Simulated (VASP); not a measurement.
# TiSi2 (Fddd) in VASP: single point with PBE

Aim: the single point of TiSi2 with PBE.

Everything below comes from runs of VASP 6.6.1. Logs are shortened: lines on timing, memory, paths and dates and some standing lists are left out, and cuts for length are marked.

### 1 The cell of the first run

The structure is orthorhombic, space group Fddd (No. 70). Conventional cell: a = 4.806 Å, b = 8.246 Å, c = 8.579 Å, α = 90.00°, β = 90.00°, γ = 90.00°. Within 3.4 Å of Ti (site symmetry 222) lie 10 Si at 2.56 to 2.78 Å and 4 Ti at 3.21 Å. Within 3.3 Å of Si (site symmetry 2) lie 9 Si at 2.54 to 3.21 Å and 5 Ti at 2.56 to 2.78 Å.

### 2 Single point, PBE

Contents of INCAR:

```
PREC     = Accurate       # precision mode
ENCUT    = 520            # plane-wave cutoff, eV
EDIFF    = 1E-6           # SCF threshold, eV
ISMEAR   = -1             # smearing method
SIGMA    = 0.05           # smearing width, eV
LREAL    = False          # projectors in reciprocal space
LASPH    = True           # aspherical terms in the spheres
NELM     = 100            # most SCF steps
ALGO     = Normal         # electronic algorithm
ISIF     = 2              # what is computed and relaxed
LWAVE    = False          # write WAVECAR
LCHARG   = False          # write CHGCAR
GGA      = PE             # functional
NBANDS   = 29             # bands
```

Contents of KPOINTS:

```
regular mesh
0
Gamma
  7 7 7
```

Contents of POSCAR:

```
TiSi2
1.0
    0.0000000000      4.1231807327      4.2893601056
    2.4029031034      0.0000000000      4.2893601056
    2.4029031034      4.1231807327      0.0000000000
Ti Si
2 4
Direct
    0.7500000000      0.7500000000      0.7500000000
    0.5000000000      0.5000000000      0.5000000000
    0.4127279448      0.0872720552      0.4127279448
    0.0872720552      0.4127279448      0.0872720552
    0.1627279448      0.8372720552      0.1627279448
    0.8372720552      0.1627279448      0.8372720552
```

Potentials or basis: VASP PAW PBE potentials, release 64 (Ti_sv, Si).

Started as:

```
> cat potpaw_PBE.64/Ti_sv/POTCAR potpaw_PBE.64/Si/POTCAR > POTCAR
> mpirun -np 1 vasp_std > vasp.out
```

OUTCAR:

```text
PREC = Accurate
   ENCUT = 520
   EDIFF = 1E-6
   ISMEAR = -1
   LREAL = False
   LASPH = True
   NELM = 100
   ISIF = 2
   GGA = PE

 ion  position               nearest neighbor table
   1  0.750  0.750  0.750-   6 2.56   5 2.56   6 2.56   5 2.56   3 2.75   3 2.75   4 2.75   4 2.75
                             3 2.78   4 2.78
   2  0.500  0.500  0.500-   4 2.56   3 2.56   4 2.56   3 2.56   5 2.75   5 2.75   6 2.75   6 2.75
                             5 2.78   6 2.78
   3  0.413  0.087  0.413-   6 2.54   6 2.54   2 2.56   2 2.56   4 2.68   1 2.75   1 2.75   1 2.78
                             4 2.80   4 2.80
   4  0.087  0.413  0.087-   5 2.54   5 2.54   2 2.56   2 2.56   3 2.68   1 2.75   1 2.75   1 2.78
                             3 2.80   3 2.80
   5  0.163  0.837  0.163-   4 2.54   4 2.54   1 2.56   1 2.56   6 2.68   2 2.75   2 2.75   2 2.78
                             6 2.80   6 2.80
   6  0.837  0.163  0.837-   3 2.54   3 2.54   1 2.56   1 2.56   5 2.68   2 2.75   2 2.75   2 2.78
                             5 2.80   5 2.80

  LATTYP: Found a face centered orthorhombic cell.
 ALAT       =     4.8058062068
 B/A-ratio  =     1.7159163542
 C/A-ratio  =     1.7850741045

  Lattice vectors:

 A1 = (   0.0000000000,   4.1231807327,   4.2893601056)
 A2 = (   2.4029031034,   0.0000000000,   4.2893601056)
 A3 = (   2.4029031034,   4.1231807327,   0.0000000000)

Analysis of symmetry for initial positions (statically):
=====================================================================
 Subroutine PRICEL returns:
 Original cell was already a primitive cell.

 Routine SETGRP: Setting up the symmetry group for a
 face centered orthorhombic supercell.

 Subroutine GETGRP returns: Found  8 space group operations
 (whereof  4 operations were pure point group operations)
 out of a pool of  8 trial point group operations.

The static configuration has the point symmetry D_2 .
 The point group associated with its full space group is D_2h.

Analysis of symmetry for dynamics (positions and initial velocities):
=====================================================================
 Subroutine PRICEL returns:
 Original cell was already a primitive cell.

 Routine SETGRP: Setting up the symmetry group for a
 face centered orthorhombic supercell.

 Subroutine GETGRP returns: Found  8 space group operations
 (whereof  4 operations were pure point group operations)
 out of a pool of  8 trial point group operations.

The dynamic configuration has the point symmetry D_2 .
 The point group associated with its full space group is D_2h.

[... 109 lines left out ...]
   NSW    =      0    number of steps for IOM
   IBRION =     -1    ionic relax: 0-MD 1-quasi-New 2-CG
   NFREE  =      0    steps in history (QN), initial steepest desc. (CG)
   ISIF   =      2    stress and relaxation
   ISYM   =      2    0-nonsym 1-usesym 2-fastsym
   POTIM  = 0.5000    time-step for ionic-motion
   TEBEG  =    0.0;   TEEND  =   0.0 temperature during run
   PSTRESS=    0.0 pullay stress
   NELECT =      40.0000    total number of electrons
   NUPDOWN=      -1.0000    fix difference up-down
   EMIN   =  10.00;   EMAX   =-10.00  energy-range for DOS
   EFERMI =   0.00;   METHOD = LEGACY
   ISMEAR =    -1;   SIGMA  =   0.05  broadening in eV -4-tet -1-fermi 0-gaus
   EFERMI_NEDOS =   21; number of points for ismear=-14 and -15
   IALGO  =     38    algorithm
   IMIX   =      4    mixing-type and parameters
     AMIX     =   0.40;   BMIX     =  1.00
     AMIX_MAG =   1.60;   BMIX_MAG =  1.00
  volume/ion in A,a.u.               =      14.17        95.60
  Fermi-wavevector in a.u.,A,eV,Ry     =   1.273399  2.406375 22.062454  1.621545
  Thomas-Fermi vector in A             =   2.406224
   LORBIT       =      0    0 simple, 1 ext, 2 COOP (PROOUT), +10 PAW based schemes
   GGA     = PE    functional components
   LHFCALC =     F    Hartree Fock is set to
   AEXX    =    0.0000 exact exchange contribution
   IVDW    =     0    specifies the selected vdW correction
   LEPSILON=     F    determine dielectric tensor
   LRPA    =     F    only Hartree local field effects (RPA)
 non-spin polarized calculation
  energy-cutoff  :      520.00
  volume of cell :       84.99
 maximum number of plane-waves:      2301
 NGX is ok and might be reduce to    48
   NGX = 23   NGY = 19   NGZ = 17

 number of electron      39.9999998 magnetization

 Free energy of the ion-electron system (eV)
  ---------------------------------------------------
  ext. energy  EPLUGINS =         0.00000000
  ---------------------------------------------------
  free energy    TOTEN  =       -40.70063333 eV

  energy without entropy =      -40.68034798  energy(sigma->0) =      -40.69049065

 E-fermi :  10.0286     XC(G=0): -11.6789

 val. band max:       10.0274917345   @ k =  -0.4286   0.1429   0.0000
 cond. band min:      10.0350476710   @ k =  -0.1429   0.1429   0.2857
 fundamental gap:      0.0075559365
 Fermi energy:        10.0286469896

 k-point     1 :       0.0000    0.0000    0.0000
  band No.  band energies     occupation
      1     -46.2759      2.00000
      2     -46.2490      2.00000
      3     -22.6459      2.00000
      4     -22.6451      2.00000
      5     -22.5587      2.00000
      6     -22.5443      2.00000
[... 757 lines left out ...]
     28      13.9794      0.00000
     29      14.1356      0.00000

 [... further k-points ...]

------------------------ aborting loop because EDIFF is reached ----------------------------------------

  FORCE on cell =-STRESS in cart. coord.  units (eV):
  Direction    XX          YY          ZZ          XY          YZ          ZX
  --------------------------------------------------------------------------------------
  -------------------------------------------------------------------------------------
  Total        0.0025025      0.0223827     -0.0098642      0.0000000      0.0000000      0.0000000
  in kB        0.0471733      0.4219215     -0.1859432      0.0000000      0.0000000      0.0000000
  external PRESSURE =       0.0943839 kB  Pullay stress =       0.0000000 kB

 VOLUME and BASIS-vectors are now :
 -----------------------------------------------------------------------------
  energy-cutoff  :      520.00
  volume of cell :       84.99
      direct lattice vectors                 reciprocal lattice vectors
     0.000000000  4.123180733  4.289360106    -0.208081632  0.121265604  0.116567504
     2.402903103  0.000000000  4.289360106     0.208081632 -0.121265604  0.116567504
     2.402903103  4.123180733  0.000000000     0.208081632  0.121265604 -0.116567504

 POSITION                                       TOTAL-FORCE (eV/Angst)
 -----------------------------------------------------------------------------------
      3.60435      6.18477      6.43404        -0.000000      0.000000     -0.000000
      2.40290      4.12318      4.28936         0.000000      0.000000      0.000000
      1.20145      3.40350      2.14468         0.000000      0.002784      0.000000
      1.20145      0.71968      2.14468         0.000000     -0.002784      0.000000
      2.40290      1.34191      4.28936        -0.000000      0.002784     -0.000000
      2.40290      6.90445      4.28936        -0.000000     -0.002784     -0.000000
 -----------------------------------------------------------------------------------
    total drift:                               -0.000000     -0.000000     -0.000000

  FREE ENERGIE OF THE ION-ELECTRON SYSTEM (eV)
  ---------------------------------------------------
  free  energy   TOTEN  =       -40.7006333268 eV

  energy  without entropy=      -40.6803479831  energy(sigma->0) =      -40.69049065
```

Run time: 4.2 min. Hardware: 1 thread of AMD EPYC 7R43 (Zen 3), shared host; peak memory 0.27 GiB.

Results:

* Free energy: -40.7006 eV
* Pressure: 0.0 GPa
* Band gap on the k mesh: zero (band 20 reaches 10.74 eV, above the bottom of band 21 at 8.96 eV)

Forces on the atoms (eV/Å):
```
Ti   0.000  0.000  0.000
Ti   0.000  0.000  0.000
Si   0.000  0.003  0.000
Si   0.000 -0.003  0.000
Si   0.000  0.003  0.000
Si   0.000 -0.003  0.000
```
